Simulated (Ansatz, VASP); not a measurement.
## Te2As3 in VASP and in Ansatz

```xyz
5
Lattice="4.1289 0.0000 0.0000 0.0000 4.1289 0.0000 0.0000 0.0000 8.3915" Properties=species:S:1:pos:R:3 pbc="T T T"
Te    0.0000    0.0000    5.2634
Te    2.0645    2.0645    4.4180
As    2.0645    0.0000    8.1772
As    0.0000    2.0645    8.1772
As    0.0000    0.0000    1.4044
```

Change from the starting cell: species swapped into the Cu3Te2 type (P4mm, No. 99).

Alike in both runs: functional PBE; k mesh 10 × 10 × 6; occupations gaussian, width 0.1 eV; no spin polarisation.

Ansatz relaxed the structure, and its values are those at the end. VASP's run is a single point on that final structure, the one shown.

|  | VASP | Ansatz |
| --- | --- | --- |
| version | VASP 6.6.1 | Ansatz 0.2.0 |
| potentials or method | VASP PAW PBE potentials, release 64 (Te, As), cutoff 520 eV | scalar-relativistic, plane waves, PAW |
| valence electrons in the cell | 27 | 77 |

Ansatz gave:

* gap on the k mesh at the Fermi level (eV): none
* pressure (GPa): 0.0
* rms of the force components (eV/Å): 0.002

Problem. What did VASP give for the same quantities?

Solution. gap on the k mesh at the Fermi level (eV): none; pressure (GPa): 0.1; rms of the force components (eV/Å): 0.017.

A gap of «none» marks a metal or a gap that the smearing closes. The functional is the same, so the differences come from potentials, cutoffs and numerics. VASP's potentials hold 27 valence electrons a cell and Ansatz's 77, so a difference there can come from the potentials and not from the codes.

Spin-orbit coupling is off throughout.
